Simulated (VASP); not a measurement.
Runs of VASP 6.6.1 on LuHf4O. The structure is that of space group P-6m2 (No. 187), or close to it. The cells are those of the table. 

```csv
task,cell,k mesh,cutoff (eV),gap on the mesh (eV),pressure (GPa),relaxed volume (Å³/atom),largest force (eV/Å)
relaxation of cell and atoms,"relaxed from a = 7.034, b = 7.034, c = 3.186 Å, angles 90.0, 90.0, 120.0°, 6 atoms",3 × 3 × 6,600,none,0.1,(b),0.02
single point,"a = 7.051, b = 7.051, c = 3.165 Å, angles 90.0, 90.0, 120.0°, 6 atoms",6 × 6 × 12,520,none,-0.5,-,0.08
single point,"a = 7.048, b = 7.048, c = 3.163 Å, angles 90.0, 90.0, 120.0°, 6 atoms",3 × 3 × 6,520,none,-0.5,-,0.08
single point,"a = 7.034, b = 7.034, c = 3.186 Å, angles 90.0, 90.0, 120.0°, 6 atoms",6 × 6 × 4,520,none,(a),-,0.09
single point,"a = 5.395, b = 5.395, c = 4.467 Å, angles 90.0, 90.0, 120.0°, 6 atoms",6 × 6 × 4,520,none,17.3,-,0.16
relaxation of cell and atoms,"relaxed from a = 5.395, b = 5.395, c = 4.467 Å, angles 90.0, 90.0, 120.0°, 6 atoms",6 × 6 × 4,600,none,0.1,22.34,0.03
```

Alike in all rows: level PBE; potentials or basis VASP PAW PBE potentials, release 64 (Lu, Hf_pv, O); no spin polarisation; smearing gaussian 0.1 eV.

Task: Fill in the values left out.

Result: (a) -0.6; (b) 22.52.

Caveats: some runs use coarse meshes; spin-orbit coupling is left out, which moves the levels of the heavy elements; an odd number of electrons without spin polarisation forces a metal; a magnetic or distorted state may lie lower; the volume moved by over 15 % at a fixed basis, so the end points are rough (some runs).

A k mesh can miss the band edges, and the runs leave out spin-orbit coupling on Hf, Lu.

A gap of «none» marks levels without a gap at the run's occupations.
